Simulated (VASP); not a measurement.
Here is a VASP 6.6.1 calculation.

Contents of INCAR:

```
PREC = Accurate ; ENCUT = 520
EDIFF = 1E-6 ; ISMEAR = 0
SIGMA = 0.01 ; LREAL = False
LASPH = True ; NELM = 60
ALGO = Normal ; ISIF = 2
LWAVE = False ; LCHARG = False
GGA = CA ; NBANDS = 16
```

KPOINTS

```
regular mesh
0
Gamma
  8 8 8
```

The input POSCAR:

```
ZnSe
1.0
    0.0000000000      2.6925015405      2.6925015405
    2.6925015405      0.0000000000      2.6925015405
    2.6925015405      2.6925015405      0.0000000000
Zn Se
1 1
Direct
    0.0000000000      0.0000000000      0.0000000000
    0.7500000000      0.7500000000      0.7500000000
```

Potentials or basis: VASP PAW LDA potentials, release 64 (Zn, Se).

Run with:

```bash
$ cat potpaw_LDA.64/Zn/POTCAR potpaw_LDA.64/Se/POTCAR > POTCAR
$ mpirun -np 1 vasp_std > vasp.out
```

Question: Estimate the band gap on the k mesh.

Answer: 1.73 eV, direct.

Question: Estimate the pressure.

Answer: 9.5 GPa.

A hybrid or GW would open this gap; LDA tends to underestimate it.
